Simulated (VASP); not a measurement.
# W (I4/mmm) in VASP: a series of runs, part 2 of 2

VASP 6.6.1.

### 6 Single point, PBE (strain +0.080 along x and y, +0.000 along z)

INCAR reads:

```
SYSTEM = W
PREC = Accurate
ENCUT = 520
EDIFF = 1E-7
ISMEAR = 0
SIGMA = 0.15
LREAL = .False.
LASPH = .True.
NELM = 100
ALGO = Fast
ISIF = 2
LWAVE = .False.
LCHARG = .False.
GGA = PE
NBANDS = 13
```

KPOINTS reads:

```
regular mesh
0
Gamma
  20 20 20
  0 0 0
```

POSCAR reads:

```
W
1.0
   -1.7250840000      1.7250840000      1.5973000000
    1.7250840000     -1.7250840000      1.5973000000
    1.7250840000      1.7250840000     -1.5973000000
W
1
Direct
    0.0000000000      0.0000000000      0.0000000000
```

Potentials or basis: VASP PAW PBE potentials, release 64 (W_sv).

Launch:

```
$ cat potpaw_PBE.64/W_sv/POTCAR > POTCAR
$ mpirun -np 1 vasp_std > vasp.out
```

OUTCAR:

```text
SYSTEM = W
   PREC = Accurate
   ENCUT = 520
   EDIFF = 1E-7
   ISMEAR = 0
   LREAL = .False.
   LASPH = .True.
   NELM = 100
   ISIF = 2
   GGA = PE

 ion  position               nearest neighbor table
   1  0.000  0.000  0.000-

  LATTYP: Found a body centered tetragonal cell.
 ALAT       =     3.4501680000
 C/A-ratio  =     0.9259259259

  Lattice vectors:

 A1 = (  -1.7250840000,   1.7250840000,   1.5973000000)
 A2 = (   1.7250840000,  -1.7250840000,   1.5973000000)
 A3 = (   1.7250840000,   1.7250840000,  -1.5973000000)

Analysis of symmetry for initial positions (statically):
=====================================================================
 Subroutine PRICEL returns:
 Original cell was already a primitive cell.

 Routine SETGRP: Setting up the symmetry group for a
 body centered tetragonal supercell.

 Subroutine GETGRP returns: Found 16 space group operations
 (whereof 16 operations were pure point group operations)
 out of a pool of 16 trial point group operations.

The static configuration has the point symmetry D_4h.

Analysis of symmetry for dynamics (positions and initial velocities):
=====================================================================
 Subroutine PRICEL returns:
 Original cell was already a primitive cell.

 Routine SETGRP: Setting up the symmetry group for a
 body centered tetragonal supercell.

 Subroutine GETGRP returns: Found 16 space group operations
 (whereof 16 operations were pure point group operations)
 out of a pool of 16 trial point group operations.

The dynamic configuration has the point symmetry D_4h.

 Subroutine INISYM returns: Found 16 space group operations
 (whereof 16 operations are pure point group operations),
 and found     1 'primitive' translations

----------------------------------------------------------------------------------------

                                     Primitive cell

  volume of cell :      19.0137

  direct lattice vectors                    reciprocal lattice vectors
    -1.725084000  1.725084000  1.597300000     0.000000000  0.289840958  0.313028235
     1.725084000 -1.725084000  1.597300000     0.289840958  0.000000000  0.313028235
     1.725084000  1.725084000 -1.597300000     0.289840958  0.289840958  0.000000000

  length of vectors
     2.916024160  2.916024160  2.916024160     0.426608084  0.426608084  0.409897014

  position of ions in fractional coordinates (direct lattice)
     0.000000000  0.000000000  0.000000000

  ion indices of the primitive-cell ions
   primitive index   ion index
                 1           1

----------------------------------------------------------------------------------------

 KPOINTS: regular mesh

Automatic generation of k-mesh.
 Grid dimensions read from file:
 generate k-points for:   20   20   20

 Generating k-lattice:

  Cartesian coordinates                     Fractional coordinates (reciprocal lattice)
     0.000000000  0.014492048  0.015651412     0.050000000 -0.000000000  0.000000000
     0.014492048  0.000000000  0.015651412    -0.000000000  0.050000000  0.000000000
     0.014492048  0.014492048  0.000000000     0.000000000  0.000000000  0.050000000

  Length of vectors
     0.021330404  0.021330404  0.020494851

  Shift w.r.t. Gamma in fractional coordinates (k-lattice)
     0.000000000  0.000000000  0.000000000

 Subroutine IBZKPT returns following result:
 ===========================================

 Found    641 irreducible k-points:

 Following reciprocal coordinates:
            Coordinates               Weight
  0.000000  0.000000  0.000000      1.000000
  0.050000  0.000000 -0.000000      8.000000
  0.100000  0.000000  0.000000      8.000000
  0.150000  0.000000  0.000000      8.000000
  0.200000  0.000000  0.000000      8.000000
  0.250000  0.000000 -0.000000      8.000000
[... 16 lines left out ...]
 -0.400000  0.050000  0.000000     16.000000
 -0.350000  0.050000  0.000000     16.000000
 [... further k-points ...]
   k-points           NKPTS =    641   k-points in BZ     NKDIM =    641   number of bands    NBANDS=     13
   number of dos      NEDOS =    301   number of ions     NIONS =      1
   total plane-waves  NPLWV =  13824
   dimension x,y,z NGX =    24 NGY =   24 NGZ =   24
   dimension x,y,z NGXF=    48 NGYF=   48 NGZF=   48
   ions per type =               1
   NGX,Y,Z   is equivalent  to a cutoff of  13.68, 13.68, 13.68 a.u.
   NGXF,Y,Z  is equivalent  to a cutoff of  27.37, 27.37, 27.37 a.u.
 SYSTEM =  W
   PREC   = accura    normal or accurate (medium, high low for compatibility)
   ISTART =      0    job   : 0-new  1-cont  2-samecut
   ICHARG =      2    charge: 1-file 2-atom 10-const
   ISPIN  =      1    spin polarized calculation?
   LNONCOLLINEAR =      F non collinear calculations
   LSORBIT =      F    spin-orbit coupling
   LASPH  =      T    aspherical Exc in radial PAW
   ENCUT  =  520.0 eV  38.22 Ry    6.18 a.u.   5.42  5.42  5.42*2*pi/ulx,y,z
   NELM   =    100;   NELMIN=  2; NELMDL= -5     # of ELM steps
   EDIFF  = 0.1E-06   stopping-criterion for ELM
   LREAL  =      F    real-space projection
   EDIFFG = 0.1E-05   stopping-criterion for IOM
   NSW    =      0    number of steps for IOM
   IBRION =     -1    ionic relax: 0-MD 1-quasi-New 2-CG
   NFREE  =      0    steps in history (QN), initial steepest desc. (CG)
   ISIF   =      2    stress and relaxation
   ISYM   =      2    0-nonsym 1-usesym 2-fastsym
   POTIM  = 0.5000    time-step for ionic-motion
   TEBEG  =    0.0;   TEEND  =   0.0 temperature during run
   PSTRESS=    0.0 pullay stress
   NELECT =      14.0000    total number of electrons
   NUPDOWN=      -1.0000    fix difference up-down
   EMIN   =  10.00;   EMAX   =-10.00  energy-range for DOS
   EFERMI =   0.00;   METHOD = LEGACY
   ISMEAR =     0;   SIGMA  =   0.15  broadening in eV -4-tet -1-fermi 0-gaus
   EFERMI_NEDOS =   21; number of points for ismear=-14 and -15
   IALGO  =     68    algorithm
   IMIX   =      4    mixing-type and parameters
     AMIX     =   0.40;   BMIX     =  1.00
     AMIX_MAG =   1.60;   BMIX_MAG =  1.00
  volume/ion in A,a.u.               =      19.01       128.31
  Fermi-wavevector in a.u.,A,eV,Ry     =   1.478298  2.793577 29.733677  2.185364
  Thomas-Fermi vector in A             =   2.592596
   LORBIT       =      0    0 simple, 1 ext, 2 COOP (PROOUT), +10 PAW based schemes
   GGA     = PE    functional components
   LHFCALC =     F    Hartree Fock is set to
   AEXX    =    0.0000 exact exchange contribution
   IVDW    =     0    specifies the selected vdW correction
   LEPSILON=     F    determine dielectric tensor
   LRPA    =     F    only Hartree local field effects (RPA)
 non-spin polarized calculation
 RMM-DIIS sequential band-by-band and
 Gauss-broadening in eV      SIGMA  =   0.15
  energy-cutoff  :      520.00
  volume of cell :       19.01
 maximum number of plane-waves:       530
 NGX is ok and might be reduce to    24
   NGX = 11   NGY = 11   NGZ = 11

 number of electron      14.0000003 magnetization

 Free energy of the ion-electron system (eV)
  ---------------------------------------------------
  ext. energy  EPLUGINS =         0.00000000
  ---------------------------------------------------
  free energy    TOTEN  =       -12.55108593 eV

  energy without entropy =      -12.54558182  energy(sigma->0) =      -12.54833387

 E-fermi :   8.9846     XC(G=0): -12.6384

 val. band max:        8.9755101506   @ k =  -0.3500   0.3500   0.2500
 cond. band min:       8.9858856067   @ k =  -0.2500   0.3000   0.1000
 fundamental gap:      0.0103754561
 Fermi energy:         8.9845864767

 k-point     1 :       0.0000    0.0000    0.0000
  band No.  band energies     occupation
      1     -65.4652      2.00000
      2     -29.2382      2.00000
      3     -29.2382      2.00000
      4     -29.1918      2.00000
      5       0.3807      2.00000
      6       7.5000      2.00000
      7       8.3497      2.00000
      8       8.3497      2.00000
      9      10.2199      0.00000
     10      11.2956      0.00000
     11      22.6507      0.00000
     12      22.6507      0.00000
     13      24.0332      0.00000
[... 353 lines left out ...]
 k-point    24 :      -0.3500    0.0500    0.0000
  band No.  band energies     occupation
      1     -65.4214      2.00000
      2     -29.7214      2.00000
      3     -29.4168      2.00000
      4     -29.2371      2.00000
      5       3.4329      2.00000
      6       6.4221      2.00000
      7       7.5732      2.00000
      8      10.7454      0.00000
      9      11.0798      0.00000
     10      11.5828      0.00000
     11      20.7119      0.00000
     12      22.3543      0.00000
     13      25.9858      0.00000

 [... further k-points ...]
[... 5 lines left out ...]
  --------------------------------------------------------------------------------------
  -------------------------------------------------------------------------------------
  Total       -4.6956097     -4.6956097     -2.7892933      0.0000000     -0.0000000     -0.0000000
  in kB     -395.6722563   -395.6722563   -235.0378377      0.0000000     -0.0000000     -0.0000000
  external PRESSURE =    -342.1274501 kB  Pullay stress =       0.0000000 kB

 VOLUME and BASIS-vectors are now :
 -----------------------------------------------------------------------------
  energy-cutoff  :      520.00
  volume of cell :       19.01
      direct lattice vectors                 reciprocal lattice vectors
    -1.725084000  1.725084000  1.597300000     0.000000000  0.289840958  0.313028235
     1.725084000 -1.725084000  1.597300000     0.289840958  0.000000000  0.313028235
     1.725084000  1.725084000 -1.597300000     0.289840958  0.289840958  0.000000000

 POSITION                                       TOTAL-FORCE (eV/Angst)
 -----------------------------------------------------------------------------------
      0.00000      0.00000      0.00000         0.000000     -0.000000      0.000000
 -----------------------------------------------------------------------------------
    total drift:                                0.000000     -0.000000     -0.000000

  FREE ENERGIE OF THE ION-ELECTRON SYSTEM (eV)
  ---------------------------------------------------
  free  energy   TOTEN  =       -12.5510859288 eV

  energy  without entropy=      -12.5455818163  energy(sigma->0) =      -12.54833387
```

OSZICAR:

```text
N       E                     dE             d eps       ncg     rms          rms(c)
DAV:   1     0.856429703288E+02    0.85643E+02   -0.75028E+03 16706   0.119E+03
DAV:   2    -0.115643752422E+02   -0.97207E+02   -0.93495E+02 18896   0.312E+02
DAV:   3    -0.133207774831E+02   -0.17564E+01   -0.17486E+01 18261   0.406E+01
DAV:   4    -0.133296729857E+02   -0.88955E-02   -0.88952E-02 18206   0.321E+00
DAV:   5    -0.133297673299E+02   -0.94344E-04   -0.94344E-04 18561   0.313E-01    0.149E+01
RMM:   6    -0.126898048532E+02    0.63996E+00   -0.60729E-01 18068   0.696E+00    0.527E+00
RMM:   7    -0.125538805806E+02    0.13592E+00   -0.37640E-01 18151   0.540E+00    0.131E+00
RMM:   8    -0.125517563642E+02    0.21242E-02   -0.15323E-02 20409   0.123E+00    0.253E-01
RMM:   9    -0.125511134660E+02    0.64290E-03   -0.23339E-03 19730   0.529E-01    0.412E-02
RMM:  10    -0.125510902940E+02    0.23172E-04   -0.43208E-04 20366   0.239E-01    0.370E-02
RMM:  11    -0.125510863854E+02    0.39086E-05   -0.41018E-05 20512   0.844E-02    0.721E-03
RMM:  12    -0.125510854950E+02    0.89041E-06   -0.10497E-05 20270   0.415E-02    0.159E-03
RMM:  13    -0.125510860236E+02   -0.52856E-06   -0.26675E-06 20209   0.210E-02    0.413E-04
RMM:  14    -0.125510859288E+02    0.94712E-07   -0.65121E-07 16091   0.942E-03
   1 F= -.12551086E+02 E0= -.12548334E+02  d E =-.550411E-02
```

Run time: 1.7 min. Hardware: 1 thread of AMD EPYC 9R45 (Zen 5), shared host; peak memory 0.23 GiB.

Results:

| Property | Result |
| --- | --- |
| Free energy | -12.5511 eV |
| Pressure | -34.2 GPa |
| Band gap on the k mesh | zero (band 7 reaches 12.88 eV, above the bottom of band 8 at 8.11 eV) |

Caveat: the cell differs from its parent crystal (strain +0.080 along x and y, +0.000 along z); spin-orbit coupling is left out, which moves the levels of the heavy elements.

### 7 Summary

```tsv
cell	further INCAR settings	gap on the mesh (eV)	pressure (GPa)
a = 2.805 Å, angles 107.4, 107.4, 113.7°, 1 atom	ALGO = Fast; EDIFF = 1e-06; NBANDS = 13	none	-11.8
a = 2.848 Å, angles 105.4, 105.4, 117.9°, 1 atom	ALGO = Fast; EDIFF = 1e-07; NBANDS = 13	none	-16.8
a = 2.842 Å, angles 111.6, 111.6, 105.3°, 1 atom	ALGO = Fast; EDIFF = 1e-06; NBANDS = 13	none	-21.0
a = 2.882 Å, angles 106.5, 106.5, 115.7°, 1 atom	ALGO = Fast; EDIFF = 1e-06; NBANDS = 13	none	-26.7
a = 2.916 Å, angles 107.5, 107.5, 113.6°, 1 atom	ALGO = Fast; EDIFF = 1e-07; NBANDS = 13	none	-34.2
```

Alike in all rows: task single point; level PBE; potentials or basis VASP PAW PBE potentials, release 64 (W_sv); no spin polarisation; k mesh 20 × 20 × 20; cutoff (eV) 520; smearing gaussian 0.15 eV.

Caveats: spin-orbit coupling is left out, which moves the levels of the heavy elements.

Absolute energies hang on the potentials; compare differences alone.
